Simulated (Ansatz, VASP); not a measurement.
**Fe: VASP beside Ansatz**

File INCAR:

```
SYSTEM = Fe
  PREC = Accurate
  ENCUT = 690
  EDIFF = 1E-7
  ISMEAR = 0
  SIGMA = 0.1
  LREAL = .FALSE.
  LASPH = .TRUE.
  NELM = 120
  ALGO = Normal
  ISIF = 3
  LWAVE = .FALSE.
  LCHARG = .FALSE.
  GGA = PS
  IBRION = 2
  NSW = 90
  EDIFFG = -0.04
  GGA_COMPAT = .FALSE.
  NELMIN = 4
```

KPOINTS

```
regular mesh
0
G
  6 6 6
  0 0 0
```

The input POSCAR:

```
Fe
1.0
    0.0000000000      2.3755431895      2.3755431895
    2.3755431895      0.0000000000      2.3755431895
    2.3755431895      2.3755431895      0.0000000000
Fe
2
Direct
    0.5000000000      0.5000000000      0.5000000000
    0.7500000000      0.7500000000      0.7500000000
```

Input for Ansatz:

```yaml
crystal:
  lattice:
    - [0.0, 2.3755431895, 2.3755431895]
    - [2.3755431895, 0.0, 2.3755431895]
    - [2.3755431895, 2.3755431895, 0.0]
  atoms:
    - { symbol: Fe, position: [0.5, 0.5, 0.5] }
    - { symbol: Fe, position: [0.75, 0.75, 0.75] }
basis:
  ecutwfc: 420
kpoints:
  mp_grid: { grid: [6, 6, 6] }
hamiltonian:
  xc: pbesol
scf:
  occupations: { method: gaussian, width: 0.1 }
  lower_state_search: "off"
output:
  forces: true
  stress: true
  eigenvalues: true
relax:
  adjacent_minimum: "off"
  f_tol: 0.04
  max_steps: 70
  cell: { stress_tol: 0.4 }
```

Alike in both runs: task relaxation of cell and atoms; functional PBEsol; k mesh 6 × 6 × 6; occupations gaussian, width 0.1 eV; no spin polarisation.

```csv
,VASP,Ansatz
version,VASP 6.6.1,Ansatz 0.2.0
potentials or method,"VASP PAW PBE potentials, release 64 (Fe_sv), cutoff 690 eV","scalar-relativistic, plane waves, PAW"
valence electrons in the cell,32,32
```

Ansatz gave:

```
gap on the k mesh at the Fermi level, each at its own relaxed structure (eV)  : none
relaxed volume (Å³/atom)                                                      : 13.85
relaxed length of the cell vector where the two differ most in proportion (Å) : 3.397
```

Question: Which values does VASP return?

Answer: gap on the k mesh at the Fermi level, each at its own relaxed structure (eV): none; relaxed volume (Å³/atom): 13.77; relaxed length of the cell vector where the two differ most in proportion (Å): 3.389.

VASP's potentials were made for PBE, not for PBEsol. A gap of «none» marks a metal or a gap that the smearing closes.

The k mesh is coarse, so the values compare programs but aren't converged.
